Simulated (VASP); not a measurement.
HfHF3:

```
CELL_PARAMETERS angstrom
3.79451 0.00000 0.00000
0.00000 3.79451 0.00000
0.00000 0.00000 3.79451
ATOMIC_POSITIONS crystal
Hf 0.00000 0.00000 0.00000
H 0.50000 0.50000 0.50000
F 0.50000 0.00000 0.00000
F 0.00000 0.50000 0.00000
F 0.00000 0.00000 0.50000
```

```yaml
Program: VASP 6.6.1
Task: relaxation of cell and atoms
Functional: PBE
Potentials_or_basis: VASP PAW PBE potentials, release 64 (Hf_pv, H, F)
Cutoff: 600 eV
k_mesh: 4 × 4 × 4
Occupations: gaussian, width 0.1 eV
Spin: no spin polarisation
```

At the start: pressure 42.4 GPa; volume 10.93 Å³/atom.

Problem. Where does the relaxation end?

Solution. Over 3 steps the energy falls by 283.9 meV/atom and the volume is 13.58 Å³/atom (+24.3 %); space group Pm-3m (No. 221, to 0.05 Å).

Step by step:
| step | energy change (eV) | largest force (eV/Å) | pressure (GPa) | volume (Å³) |
| --- | --- | --- | --- | --- |
| 1 | 0.0000 | 0.0000 | 42.43 | 54.63 |
| 2 | -0.7030 | 0.0000 | -15.21 | 80.86 |
| 3 | -1.4196 | 0.0000 | -0.28 | 67.88 |

Final structure:
```cif
data_structure
_symmetry_space_group_name_H-M 'P 1'
_symmetry_Int_Tables_number 1
_cell_length_a 4.0793
_cell_length_b 4.0793
_cell_length_c 4.0793
_cell_angle_alpha 90.000
_cell_angle_beta 90.000
_cell_angle_gamma 90.000
_cell_volume 67.88
loop_
_atom_site_label
_atom_site_type_symbol
_atom_site_fract_x
_atom_site_fract_y
_atom_site_fract_z
_atom_site_occupancy
Hf1 Hf 0.00000 0.00000 0.00000 1
H1 H 0.50000 0.50000 0.50000 1
F1 F 0.50000 0.00000 0.00000 1
F2 F 0.00000 0.50000 0.00000 1
F3 F 0.00000 0.00000 0.50000 1
```

Caveat: the k points lie up to 0.39 Å⁻¹ apart in the final cell; the volume moved by over 15 % at a fixed basis, so the end points are rough.
